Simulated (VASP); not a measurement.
Write the native input for VASP 6.6.1 that does the following.

```yaml
Task: single point
Functional: PBE
Potentials_or_basis: VASP PAW PBE potentials, release 64 (Rb_sv, In_d, Ga_d, C_h, N_h)
Cutoff: 910 eV
k_mesh: 4 × 4 × 4
Occupations: gaussian, width 0.1 eV
Spin: no spin polarisation
Dipole_correction: no
Further_INCAR_settings: LREAL = Auto; ALGO = Normal; EDIFF = 1e-06; NBANDS = 63
```

The structure of Rb2InGaC6N6 lies in POSCAR:

```
Rb2InGaC6N6
1.0
    0.0000000000      5.4960985296      5.4960985296
    5.4960985296      0.0000000000      5.4960985296
    5.4960985296      5.4960985296      0.0000000000
Rb In Ga C N
2 1 1 6 6
Direct
    0.2500000000      0.2500000000      0.2500000000
    0.7500000000      0.7500000000      0.7500000000
    0.5000000000      0.5000000000      0.5000000000
    0.0000000000      0.0000000000      0.0000000000
    0.8084168847      0.1915831153      0.1915831153
    0.1915831153      0.8084168847      0.1915831153
    0.1915831153      0.1915831153      0.8084168847
    0.1915831153      0.8084168847      0.8084168847
    0.8084168847      0.1915831153      0.8084168847
    0.8084168847      0.8084168847      0.1915831153
    0.7002703809      0.2997296191      0.2997296191
    0.2997296191      0.7002703809      0.2997296191
    0.2997296191      0.2997296191      0.7002703809
    0.2997296191      0.7002703809      0.7002703809
    0.7002703809      0.2997296191      0.7002703809
    0.7002703809      0.7002703809      0.2997296191
```

These files were run (other wordings do the same):

INCAR

```
SYSTEM = Rb2InGaC6N6
PREC = Accurate ; ENCUT = 910
EDIFF = 1E-6 ; ISMEAR = 0
SIGMA = 0.1 ; LREAL = Auto
LASPH = .True. ; NELM = 120
ALGO = Normal ; ISIF = 2
LWAVE = .False. ; LCHARG = .True.
GGA = PE ; LELF = .True.
LVHAR = .True. ; NBANDS = 63
GGA_COMPAT = .False.
```

KPOINTS

```
Automatic mesh
0
Gamma
  4 4 4
  0 0 0
```

Potentials or basis: VASP PAW PBE potentials, release 64 (Rb_sv, In_d, Ga_d, C_h, N_h).

Launch:

```sh
$ cat potpaw_PBE.64/Rb_sv/POTCAR potpaw_PBE.64/In_d/POTCAR potpaw_PBE.64/Ga_d/POTCAR potpaw_PBE.64/C_h/POTCAR potpaw_PBE.64/N_h/POTCAR > POTCAR
$ mpirun -np 1 vasp_std > vasp.out
```

Results of the run:

The pressure is 0.1 GPa, the largest force is 0.006 eV/Å and the band gap on the k mesh is zero (bands 49 and 50 overlap by 0.29 eV).

Caveat: the cutoff is under 1.25 times the usual one of these potentials, so pressure, stress and relaxed cells hold a basis-set (Pulay) error; spin-orbit coupling is left out, which moves the levels of the heavy elements.

Run time: 7.7 min on 1 thread of Intel(R) Xeon(R) 6975P-C (Granite Rapids), with other jobs on the host, peak memory 1.1 GiB.
